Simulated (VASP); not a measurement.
Wanted: the native input for a VASP 6.6.1 run.

```yaml
Task: relaxation of cell and atoms
Functional: PBE
Potentials_or_basis: VASP PAW PBE potentials, release 64 (Zn, O)
Cutoff: 600 eV
k_mesh: 4 × 4 × 4
Occupations: gaussian, width 0.1 eV
Spin: collinear spin, ferromagnetic start
Starting_moments: "[0.0, 0.0, 0.0, 0.0, 0.0, 1.0] μB"
Dipole_correction: no
Further_INCAR_settings: ALGO = Normal; EDIFF = 1e-06; IBRION = 2; EDIFFG = -0.04; NSW = 90; ISIF = 3
```

The structure of Zn5O lies in POSCAR:

```
Zn5O
1.0
    0.0000000000      3.3788621100      3.3788621100
    3.3788621100      0.0000000000      3.3788621100
    3.3788621100      3.3788621100      0.0000000000
Zn O
5 1
Direct
    0.2500000000      0.2500000000      0.2500000000
    0.1283094900      0.6238968400      0.6238968400
    0.6238968400      0.6238968400      0.6238968400
    0.6238968400      0.6238968400      0.1283094900
    0.6238968400      0.1283094900      0.6238968400
    0.0000000000      0.0000000000      0.0000000000
```

The cell was generated, and may not be a known phase.

The input as run:

INCAR

```
ALGO = Normal ; EDIFF = 1E-6
EDIFFG = -0.04 ; ENCUT = 600
GGA = PE ; IBRION = 2
ISIF = 3 ; ISMEAR = 0
ISPIN = 2 ; LASPH = T
LCHARG = F ; LORBIT = 11
LREAL = F ; LWAVE = F
MAGMOM = 0 0 0 0 0 1 ; NELM = 150
NSW = 90 ; PREC = Accurate
SIGMA = 0.1
```

KPOINTS

```
k-points
0
Gamma
  4 4 4
```

Potentials or basis: VASP PAW PBE potentials, release 64 (Zn, O).

Run with:

```sh
$ cat potpaw_PBE.64/Zn/POTCAR potpaw_PBE.64/O/POTCAR > POTCAR
$ mpirun -np 1 vasp_std > vasp.out
```

It gave:

| Property | Result |
| --- | --- |
| Relaxed volume | 15.03 Å³/atom |
| Relaxed cell | a = 5.034 Å, b = 5.034 Å, c = 5.034 Å, α = 60.00°, β = 60.00°, γ = 60.00° |
| Space group after relaxing (to 0.1 Å) | F-43m (No. 216) |
| Energy gained by relaxing | 92.9 meV/atom |
| Ionic steps | 6 |
| Pressure after relaxing | -0.2 GPa |
| Largest force after relaxing | 0.011 eV/Å |
| Band gap on the k mesh | zero (filled and empty bands overlap) |
| Net moment | 0.00 μB per cell |
| Valence electrons inside the program's atomic spheres | Zn 10.62, 10.79 (each value once); O 4.73 |

Caveat: the k points lie up to 0.38 Å⁻¹ apart in the final cell, too coarse for converged energies and pressures of a metal; the volume moved by over 15 % at a fixed basis, so the end points are rough; semilocal functionals underestimate gaps, and a narrow one can read as zero.

It took 4.6 min on 1 thread of Intel(R) Xeon(R) 6975P-C (Granite Rapids) (shared host), peak memory 0.29 GiB.
